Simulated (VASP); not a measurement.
# KCl (F-43m) in VASP: notebook, part 2 of 2

VASP 6.6.1. Earlier steps stand in the parts before.

## Step 3: Single point, r2SCAN

The input, POSCAR:

```
KCl
1.0
    0.0000000000      3.5072828541      3.5072828541
    3.5072828541      0.0000000000      3.5072828541
    3.5072828541      3.5072828541      0.0000000000
K Cl
1 1
Direct
    0.0000000000      0.0000000000      0.0000000000
    0.2500000000      0.2500000000      0.2500000000
```

The input, INCAR.step1:

```
SYSTEM = KCl
  PREC = Accurate
  ENCUT = 520
  ISMEAR = 0
  SIGMA = 0.01
  LREAL = .FALSE.
  LASPH = .TRUE.
  NELM = 100
  NBANDS = 15
  GGA = PE
  ALGO = Normal
  EDIFF = 1E-4
  LWAVE = .TRUE.
  LCHARG = .FALSE.
```

The input, INCAR.step2:

```
SYSTEM = KCl
  PREC = Accurate
  ENCUT = 520
  EDIFF = 1E-6
  ISMEAR = 0
  SIGMA = 0.01
  LREAL = .FALSE.
  LASPH = .TRUE.
  NELM = 100
  ALGO = Normal
  ISIF = 2
  LWAVE = .FALSE.
  LCHARG = .TRUE.
  METAGGA = R2SCAN
  LMIXTAU = .TRUE.
  LELF = .TRUE.
  LVHAR = .TRUE.
  NBANDS = 15
  ISTART = 1
```

The input, KPOINTS:

```
regular mesh
0
G
  4 4 4
  0 0 0
```

Potentials or basis: VASP PAW PBE potentials, release 64 (K_sv, Cl).

Run with:

```console
> cat potpaw_PBE.64/K_sv/POTCAR potpaw_PBE.64/Cl/POTCAR > POTCAR
> cp INCAR.step1 INCAR
> mpirun -np 1 vasp_std > vasp.out
> cp INCAR.step2 INCAR
> mpirun -np 1 vasp_std > vasp.out
```

OUTCAR:

```text
SYSTEM = KCl
   PREC = Accurate
   ENCUT = 520
   EDIFF = 1E-6
   ISMEAR = 0
   LREAL = .FALSE.
   LASPH = .TRUE.
   NELM = 100
   ISIF = 2
   METAGGA = R2SCAN
   ISTART = 1

 ion  position               nearest neighbor table
   1  0.000  0.000  0.000-   2 3.04   2 3.04   2 3.04   2 3.04
   2  0.250  0.250  0.250-   1 3.04   1 3.04   1 3.04   1 3.04

  LATTYP: Found a face centered cubic cell.
 ALAT       =     7.0145657082

  Lattice vectors:

 A1 = (   0.0000000000,   3.5072828541,   3.5072828541)
 A2 = (   3.5072828541,   0.0000000000,   3.5072828541)
 A3 = (   3.5072828541,   3.5072828541,   0.0000000000)

Analysis of symmetry for initial positions (statically):
=====================================================================
 Subroutine PRICEL returns:
 Original cell was already a primitive cell.

 Routine SETGRP: Setting up the symmetry group for a
 face centered cubic supercell.

 Subroutine GETGRP returns: Found 24 space group operations
 (whereof 24 operations were pure point group operations)
 out of a pool of 48 trial point group operations.

The static configuration has the point symmetry T_d .

[... 156 lines left out ...]
      4     -14.6655      2.00000
      5     -14.6655      2.00000
      6      -3.6319      2.00000
      7      -3.6319      2.00000
      8      -3.6319      2.00000
      9       1.7575      0.00000
     10       6.5440      0.00000
     11       6.5440      0.00000
     12       7.5513      0.00000
     13       7.5513      0.00000
     14       7.5513      0.00000
[... 113 lines left out ...]
      2     -16.0959      2.00000
      3     -14.7013      2.00000
      4     -14.6913      2.00000
      5     -14.3993      2.00000
      6      -3.8142      2.00000
      7      -3.7687      2.00000
      8      -3.5997      2.00000
      9       3.7807      0.00000
     10       4.6849      0.00000
     11       6.9654      0.00000
     12       7.0817      0.00000
     13       7.3168      0.00000
     14       7.7432      0.00000
     15       8.4278      0.00000

------------------------ aborting loop because EDIFF is reached ----------------------------------------

  FORCE on cell =-STRESS in cart. coord.  units (eV):
  Direction    XX          YY          ZZ          XY          YZ          ZX
  --------------------------------------------------------------------------------------
  -------------------------------------------------------------------------------------
  Total       -0.0053962     -0.0053962     -0.0053962     -0.0000000     -0.0000000     -0.0000000
  in kB       -0.1001967     -0.1001967     -0.1001967     -0.0000000     -0.0000000     -0.0000000
  external PRESSURE =      -0.1001967 kB  Pullay stress =       0.0000000 kB

 VOLUME and BASIS-vectors are now :
 -----------------------------------------------------------------------------
  energy-cutoff  :      520.00
  volume of cell :       86.29
      direct lattice vectors                 reciprocal lattice vectors
     0.000000000  3.507282854  3.507282854    -0.142560501  0.142560501  0.142560501
     3.507282854  0.000000000  3.507282854     0.142560501 -0.142560501  0.142560501
     3.507282854  3.507282854  0.000000000     0.142560501  0.142560501 -0.142560501

 POSITION                                       TOTAL-FORCE (eV/Angst)
 -----------------------------------------------------------------------------------
      0.00000      0.00000      0.00000        -0.000000     -0.000000     -0.000000
      1.75364      1.75364      1.75364         0.000000      0.000000      0.000000
 -----------------------------------------------------------------------------------
    total drift:                               -0.000000     -0.000000     -0.000000

  FREE ENERGIE OF THE ION-ELECTRON SYSTEM (eV)
  ---------------------------------------------------
  free  energy   TOTEN  =       -16.2219037759 eV

  energy  without entropy=      -16.2219037759  energy(sigma->0) =      -16.22190378
```

OSZICAR.step1:

```text
N       E                     dE             d eps       ncg     rms          rms(c)
DAV:   1     0.985065755230E+02    0.98507E+02   -0.67432E+03   240   0.916E+02
DAV:   2     0.132350873421E+01   -0.97183E+02   -0.89842E+02   311   0.217E+02
DAV:   3    -0.674218385940E+01   -0.80657E+01   -0.80306E+01   331   0.542E+01
DAV:   4    -0.709943606369E+01   -0.35725E+00   -0.35714E+00   391   0.102E+01
DAV:   5    -0.710223106400E+01   -0.27950E-02   -0.27949E-02   331   0.101E+00    0.348E+00
DAV:   6    -0.663222646530E+01    0.47000E+00   -0.70216E-01   310   0.376E+00    0.271E+00
DAV:   7    -0.659050781251E+01    0.41719E-01   -0.18840E-01   338   0.213E+00    0.164E+00
DAV:   8    -0.661366963295E+01   -0.23162E-01   -0.29103E-02   303   0.116E+00    0.308E-01
DAV:   9    -0.661588634329E+01   -0.22167E-02   -0.23423E-03   317   0.260E-01    0.164E-01
DAV:  10    -0.661852880282E+01   -0.26425E-02   -0.18382E-03   240   0.262E-01    0.322E-02
DAV:  11    -0.661856683558E+01   -0.38033E-04   -0.58796E-05   255   0.529E-02
   1 F= -.66185668E+01 E0= -.66185668E+01  d E =-.110221E-26
```

Wall time 54 s (1 thread of Intel Xeon Platinum 8375C at 2.90GHz (Ice Lake), shared host); peak memory 0.26 GiB.

What came out:

* Free energy: -16.2219 eV
* Pressure: 0.0 GPa
* Band gap on the k mesh: 5.35 eV, indirect (least direct gap 5.39 eV)

Levels at points of the mesh, in eV from the valence-band top:
| k point | band 4 | band 5 | band 6 | band 7 | band 8 | band 9 | band 10 | band 11 | band 12 | band 13 |
| --- | --- | --- | --- | --- | --- | --- | --- | --- | --- | --- |
| (0.00, 0.00, 0.00) | -11.07 | -11.07 | -0.04 | -0.04 | -0.04 | 5.35 | 10.14 | 10.14 | 11.15 | 11.15 |
| (0.50, 0.00, 0.00) | -11.08 | -10.89 | -0.33 | -0.01 | -0.01 | 7.79 | 8.10 | 9.67 | 9.67 | 11.24 |
| (0.50, 0.50, 0.00) | -11.10 | -10.81 | -0.39 | 0.00 | 0.00 | 7.17 | 8.29 | 10.89 | 11.10 | 11.10 |

Caveat: the PAW data sets were made with another functional, which shifts forces and pressure a little. r2SCAN opens gaps a little over a GGA but as a rule still falls short of measured ones.

## Step 4: Single point, PBE

The input, INCAR:

```
PREC = Accurate ; ENCUT = 520
EDIFF = 1E-6 ; ISMEAR = 0
SIGMA = 0.01 ; LREAL = F
LASPH = T ; NELM = 100
ALGO = Normal ; ISIF = 2
LWAVE = F ; LCHARG = F
GGA = PE ; NBANDS = 15
```

The input, KPOINTS:

```
Automatic mesh
0
Gamma
  6 6 6
```

POSCAR is that of step 3.

Run with:

```console
> cat potpaw_PBE.64/K_sv/POTCAR potpaw_PBE.64/Cl/POTCAR > POTCAR
> mpirun -np 1 vasp_std > vasp.out
```

Wall time 22 s (1 thread of Intel Xeon Platinum 8375C at 2.90GHz (Ice Lake), shared host); peak memory 0.23 GiB.

It converged, with:

```yaml
Free_energy: -6.6186 eV
Pressure: 0.3 GPa
Band_gap_on_the_k_mesh: 4.77 eV, indirect (least direct gap 4.81 eV)
```

Levels at points of the mesh, in eV from the valence-band top:
```
           k point  band 4  band 5  band 6  band 7  band 8  band 9  band 10  band 11  band 12  band 13
(0.00, 0.00, 0.00)  -10.74  -10.74   -0.04   -0.04   -0.04    4.77     9.37     9.37    10.36    10.36
(0.50, 0.00, 0.00)  -10.75  -10.54   -0.34   -0.01   -0.01    7.28     7.41     8.95     8.95    10.41
(0.50, 0.50, 0.00)  -10.77  -10.46   -0.40    0.00    0.00    6.68     7.69     9.87    10.29    10.29
```

A k mesh can miss the band edges. A hybrid or GW would open this gap; PBE tends to underestimate it.

## Step 5: The runs side by side

| level | k mesh | gap on the mesh (eV) | pressure (GPa) |
| --- | --- | --- | --- |
| PBE | 4 × 4 × 4 | 4.77 | 0.3 |
| r2SCAN | 4 × 4 × 4 | 5.35 | 0.0 |
| PBE | 6 × 6 × 6 | 4.77 | 0.3 |

Alike in all rows: task single point; potentials or basis VASP PAW PBE potentials, release 64 (K_sv, Cl); no spin polarisation; cell as given; cutoff (eV) 520; smearing gaussian 0.01 eV.

On the cell as given the gap runs from 4.77 eV (PBE) to 5.35 eV (r2SCAN); the meshes differ, which moves gaps too. The pressure there spans 0.0 GPa (r2SCAN) to 0.3 GPa (PBE); a positive pressure means that this level wants a larger cell, a negative one a smaller.

Caveats: the PAW data sets were made with another functional, which shifts forces and pressure a little (some runs).

Total energies depend on the potentials used, so only differences within one code and one set of settings carry meaning.
